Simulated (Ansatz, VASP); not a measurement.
## AlRu in VASP and in Ansatz

```xyz
4
Lattice="3.0039 0.0000 0.0000 0.0000 3.0039 0.0000 0.0000 0.0000 6.0078" Properties=species:S:1:pos:R:3 pbc="T T T"
Al    0.0000    0.0000    0.0000
Al    0.0000    0.0000    3.0039
Ru    1.4533    1.5019    1.5019
Ru    1.5505    1.5019    4.5058
```

Change from the starting cell: mode 4 frozen in at -0.049 Å and mode 12 at +0.000 Å (largest displacements).

Alike in both runs: task single point; functional PBE; k mesh 14 × 14 × 8; occupations gaussian, width 0.15 eV; no spin polarisation.

|  | VASP | Ansatz |
| --- | --- | --- |
| version | VASP 6.6.1 | Ansatz 0.2.0 |
| potentials or method | VASP PAW PBE potentials, release 64 (Al, Ru_pv), cutoff 520 eV | scalar-relativistic, plane waves, PAW |
| valence electrons in the cell | 34 | 38 |

```tsv
	VASP	Ansatz	Ansatz less VASP
gap on the k mesh at the Fermi level (eV)	none	none	-
pressure (GPa)	0.2	0.2	-0.02
traceless stress, the component that is largest in VASP (GPa)	-0.10	-0.11	-0.002
rms of the force components (eV/Å)	0.179	0.178	-0.0012
```

Atom by atom the forces differ by 0.001 eV/Å (rms over components). A gap of «none» marks a metal or a gap that the smearing closes. VASP's potentials hold 34 valence electrons a cell and Ansatz's 38, so a difference there can come from the potentials and not from the codes.
